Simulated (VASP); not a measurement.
# HgTe: single point with PBE

Crystal: HgTe.

```
CELL_PARAMETERS angstrom
0.00000 2.92150 2.92150
2.92150 0.00000 2.92150
2.92150 2.92150 0.00000
ATOMIC_POSITIONS crystal
Te 0.50000 0.50000 0.50000
Hg 0.00000 0.00000 0.00000
```

| Property | Result |
| --- | --- |
| Program | VASP 6.6.1 |
| Task | single point |
| Functional | PBE |
| Potentials or basis | VASP PAW PBE potentials, release 64 (Te, Hg) |
| Cutoff | 520 eV |
| k mesh | 6 × 6 × 6 |
| Occupations | fermi-dirac, width 0.1 eV |
| Spin | no spin polarisation |

| Property | Result |
| --- | --- |
| Pressure | 10.7 GPa |
| Band gap on the k mesh | zero (band 9 reaches 6.37 eV, above the bottom of band 10 at 3.13 eV) |

Levels at points of the mesh, in eV from the Fermi level:
```csv
k point,band 6,band 7,band 8,band 9,band 10,band 11,band 12,band 13
"(0.00, 0.00, 0.00)",-7.33,-1.05,-1.05,-1.05,-0.50,7.57,7.57,7.57
"(0.50, 0.00, 0.00)",-7.09,-6.21,0.28,0.28,2.33,3.62,3.62,4.21
"(0.50, 0.50, 0.00)",-6.13,-5.32,-3.07,-2.96,-2.96,4.51,9.75,9.75
```

It took 11 s on 1 thread of Intel(R) Xeon(R) Platinum 8488C (Sapphire Rapids) (shared host), peak memory 0.18 GiB.

Caveat: spin-orbit coupling is left out, which moves the levels of the heavy elements.
